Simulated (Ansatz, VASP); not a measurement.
N: VASP beside Ansatz

INCAR

```
PREC = Accurate
ENCUT = 520
EDIFF = 1E-7
ISMEAR = 0
SIGMA = 0.05
LREAL = False
LASPH = True
NELM = 100
ALGO = Normal
ISIF = 2
LWAVE = False
LCHARG = False
GGA = PE
IVDW = 12
NBANDS = 18
```

Contents of KPOINTS:

```
Automatic mesh
0
Gamma
  6 6 4
```

The input POSCAR:

```
N
1.0
    4.0943184148      0.0000000000      0.0000000000
    0.0000000000      4.0943184148      0.0000000000
    0.0000000000      0.0000000000      5.3249599977
N
4
Direct
    0.9048714496      0.9048714496      0.0000000000
    0.5951285504      0.4048714496      0.5000000000
    0.0951285504      0.0951285504      0.0000000000
    0.4048714496      0.5951285504      0.5000000000
```

Input for Ansatz:

```yaml
crystal:
  lattice:
    - [4.0943184148, 0.0, 0.0]
    - [0.0, 4.0943184148, 0.0]
    - [0.0, 0.0, 5.3249599977]
  atoms:
    - { symbol: "N", position: [0.9048714496, 0.9048714496, 0.0] }
    - { symbol: "N", position: [0.5951285504, 0.4048714496, 0.5] }
    - { symbol: "N", position: [0.0951285504, 0.0951285504, 0.0] }
    - { symbol: "N", position: [0.4048714496, 0.5951285504, 0.5] }
basis:
  ecutwfc: 420
kpoints:
  mp_grid: { grid: [6, 6, 4] }
hamiltonian:
  xc: pbe
  dispersion: d3bj
scf:
  occupations: { method: gaussian, width: 0.05 }
output:
  forces: true
  stress: true
  eigenvalues: true
  write_density: true
  write_potential: true
  elf: true
  volumetric_format: npy
```

Alike in both runs: task single point; functional PBE; dispersion D3(BJ); k mesh 6 × 6 × 4; occupations gaussian, width 0.05 eV; no spin polarisation.

```csv
,VASP,Ansatz
version,VASP 6.6.1,Ansatz 0.2.0
potentials or method,"VASP PAW PBE potentials, release 64 (N), cutoff 520 eV","scalar-relativistic, plane waves, PAW"
valence electrons in the cell,20,20
```

```csv
,VASP,Ansatz,Ansatz less VASP
gap on the k mesh at the Fermi level (eV),6.94,6.98,+0.044
least direct gap on the mesh (eV),7.12,7.17,+0.045
pressure (GPa),2.1,0.0,-2.06
"traceless stress, the component that is largest in VASP (GPa)",-2.27,0.00,+2.272
rms of the force components (eV/Å),1.010,0.001,-1.0093
```

Atom by atom the forces differ by 1.009 eV/Å (rms over components).

Noted on VASP's run: the standard files for N, O and F lose accuracy on very short bonds.
